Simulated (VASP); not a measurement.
Set up this calculation in VASP 6.6.1, as the native input.

* Task: single point
* Functional: PBE
* Potentials or basis: VASP PAW PBE potentials, release 64 (Cd, S)
* Cutoff: 520 eV
* k mesh: 8 × 8 × 8
* Occupations: fermi-dirac, width 0.02 eV
* Spin: no spin polarisation
* Dipole correction: no
* Further INCAR settings: ALGO = Normal; EDIFF = 1e-06; NBANDS = 16

The structure of CdS (Hawleyite) lies in POSCAR:

```
CdS
1.0
    0.0000000000      2.9632110667      2.9632110667
    2.9632110667      0.0000000000      2.9632110667
    2.9632110667      2.9632110667      0.0000000000
Cd S
1 1
Direct
    0.0000000000      0.0000000000      0.0000000000
    0.2500000000      0.2500000000      0.2500000000
```

These files were run (other wordings do the same):

INCAR

```
  ALGO = Normal
  EDIFF = 1E-6
  ENCUT = 520
  GGA = PE
  ISIF = 2
  ISMEAR = -1
  LASPH = T
  LCHARG = F
  LREAL = F
  LWAVE = F
  NBANDS = 16
  NELM = 60
  PREC = Accurate
  SIGMA = 0.02
```

KPOINTS

```
k-points
0
Gamma
  8 8 8
```

Potentials or basis: VASP PAW PBE potentials, release 64 (Cd, S).

Run with:

```sh
$ cat potpaw_PBE.64/Cd/POTCAR potpaw_PBE.64/S/POTCAR > POTCAR
$ mpirun -np 1 vasp_std > vasp.out
```

It gave:

| Property | Result |
| --- | --- |
| Pressure | 0.3 GPa |
| Band gap on the k mesh | 1.04 eV, direct |

It took 18 s on 1 thread of AMD EPYC 9R45 96-Core Processor (Zen 5) (shared host), peak memory 0.15 GiB.
